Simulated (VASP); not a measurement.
Write the native input for VASP 6.6.1 that does the following.

* Task: single point
* Functional: PBE
* Potentials or basis: VASP PAW PBE potentials, release 64 (Ag, P, O)
* Cutoff: 520 eV
* k mesh: 5 × 5 × 4
* Occupations: gaussian, width 0.0216 eV
* Spin: no spin polarisation
* Dipole correction: no
* Further INCAR settings: ALGO = Normal; EDIFF = 1e-06; NBANDS = 62

The structure of Ag5P2O6 lies in POSCAR:

```
Ag5P2O6
1.0
    2.8742780580      4.9783956316      0.0000000000
   -2.8742780580      4.9783956316      0.0000000000
    0.0000000000      0.0000000000      6.2269840000
Ag P O
5 2 6
Direct
    0.0000000000      0.0000000000      0.2174367985
    0.0000000000      0.0000000000      0.7825632015
    0.5000000000      0.5000000000      0.0000000000
    0.0000000000      0.5000000000      0.0000000000
    0.5000000000      0.0000000000      0.0000000000
    0.6666666667      0.6666666667      0.5000000000
    0.3333333333      0.3333333333      0.5000000000
    0.5944736602      0.4055263398      0.6609689282
    0.0000000000      0.5944736602      0.6609689282
    0.4055263398      0.0000000000      0.6609689282
    0.0000000000      0.4055263398      0.3390310718
    0.4055263398      0.5944736602      0.3390310718
    0.5944736602      0.0000000000      0.3390310718
```

The input as run:

INCAR

```
ALGO = Normal ; EDIFF = 1E-6
ENCUT = 520 ; GGA = PE
ISIF = 2 ; ISMEAR = 0
LASPH = True ; LCHARG = False
LREAL = False ; LWAVE = False
NBANDS = 62 ; NELM = 60
PREC = Accurate ; SIGMA = 0.0216
```

KPOINTS

```
k-points
0
Gamma
  5 5 4
```

Potentials or basis: VASP PAW PBE potentials, release 64 (Ag, P, O).

Launch:

```bash
$ cat potpaw_PBE.64/Ag/POTCAR potpaw_PBE.64/P/POTCAR potpaw_PBE.64/O/POTCAR > POTCAR
$ mpirun -np 1 vasp_std > vasp.out
```

Results of the run:

```yaml
Pressure: -6.3 GPa
Largest_force: 0.011 eV/Å
Band_gap_on_the_k_mesh: zero (an odd number of electrons rules out a gap without spin polarisation)
```

Caveat: the stress differs along the axes, from -11 to 4 GPa; an odd number of electrons without spin polarisation forces a metal; a magnetic or distorted state may lie lower.

Wall time 12 min on 1 thread of AMD EPYC 7571 (shared host), peak memory 0.37 GiB.
